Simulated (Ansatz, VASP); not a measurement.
## Be3TeSe2: VASP beside Ansatz

```xyz
6
Lattice="3.7000 0.0000 0.0000 -1.8500 3.2043 0.0000 0.0000 0.0000 9.0600" Properties=species:S:1:pos:R:3 pbc="T T T"
Be    1.8500    1.0681    8.3050
Be    0.0000    0.0000    2.2650
Be    0.0000    2.1362    5.2850
Te    0.0000    0.0000    0.0000
Se    1.8500    1.0681    6.0400
Se    0.0000    2.1362    3.0200
```

Alike in both runs: task relaxation of cell and atoms; functional PBE; k mesh 4 × 4 × 2; occupations gaussian, width 0.15 eV; no spin polarisation.

|  | VASP | Ansatz |
| --- | --- | --- |
| version | VASP 6.6.1 | Ansatz 0.2.0 |
| potentials or method | VASP PAW PBE potentials, release 64 (Be, Te, Se), cutoff 600 eV | scalar-relativistic, plane waves, PAW |
| valence electrons in the cell | 24 | 54 |

VASP gave:

```
gap on the k mesh at the Fermi level, each at its own relaxed structure (eV) : 1.80
relaxed volume (Å³/atom)                                                     : 19.24
relaxed cell length with the largest relative difference (Å)                 : 3.800
```

Question: Estimate Ansatz's values.

Answer: gap on the k mesh at the Fermi level, each at its own relaxed structure (eV): 1.80; relaxed volume (Å³/atom): 19.21; relaxed cell length with the largest relative difference (Å): 3.796.

VASP's potentials hold 24 valence electrons a cell and Ansatz's 54, so a difference there can come from the potentials and not from the codes.

The k mesh is coarse, so the values compare programs but aren't converged. Spin-orbit coupling is off throughout.
